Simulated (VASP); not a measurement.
Input of a VASP 6.6.1 run:

Contents of POSCAR:

```
HfO2
1.0
    5.0318134715      0.0000000000      0.0000000000
    0.0000000000      5.0318134715      0.0000000000
    0.0000000000      0.0000000000      3.3488104102
Hf O
2 4
Direct
    0.0000000000      0.0000000000      0.0000000000
    0.5000000000      0.5000000000      0.5000000000
    0.3083794907      0.3083794907      0.0000000000
    0.1916205093      0.8083794907      0.5000000000
    0.8083794907      0.1916205093      0.5000000000
    0.6916205093      0.6916205093      0.0000000000
```

INCAR.step1

```
SYSTEM = HfO2
  PREC = Accurate
  ENCUT = 660
  ISMEAR = 0
  SIGMA = 0.01
  LREAL = .False.
  LASPH = .True.
  NELM = 120
  NBANDS = 31
  GGA = PE
  ALGO = Normal
  EDIFF = 1E-5
  LWAVE = .True.
  LCHARG = .False.
  GGA_COMPAT = .False.
```

Contents of INCAR.step2:

```
SYSTEM = HfO2
  PREC = Accurate
  ENCUT = 660
  EDIFF = 1E-6
  ISMEAR = 0
  SIGMA = 0.01
  LREAL = .False.
  LASPH = .True.
  NELM = 120
  ALGO = Normal
  ISIF = 2
  LWAVE = .False.
  LCHARG = .False.
  METAGGA = R2SCAN
  LMIXTAU = .True.
  NBANDS = 31
  ISTART = 1
  GGA_COMPAT = .False.
```

KPOINTS

```
regular mesh
0
Gamma
  6 6 8
  0 0 0
```

Potentials or basis: VASP PAW PBE potentials, release 64 (Hf_pv, O).

Run with:

```sh
$ cat potpaw_PBE.64/Hf_pv/POTCAR potpaw_PBE.64/O/POTCAR > POTCAR
$ cp INCAR.step1 INCAR
$ mpirun -np 1 vasp_std > vasp.out
$ cp INCAR.step2 INCAR
$ mpirun -np 1 vasp_std > vasp.out
```

Predict the band gap on the k mesh.

4.16 eV.

Predict the largest force.

0.057 eV/Å.

What does it give for the pressure?

-23.7 GPa.

Forces on the atoms (eV/Å):
```
Hf   0.000  0.000  0.000
Hf   0.000  0.000  0.000
O    0.041  0.041  0.000
O   -0.041  0.041  0.000
O    0.041 -0.041  0.000
O   -0.041 -0.041  0.000
```

Caveat: the cell differs from its parent crystal (strain +4.0%); the stress differs along the axes, from -28 to -21 GPa; the structure was generated, so it needn't be the stable form of HfO2; the PAW data sets were made with another functional, which shifts forces and pressure a little; spin-orbit coupling is left out, which moves the levels of the heavy elements. A k mesh can miss the band edges.
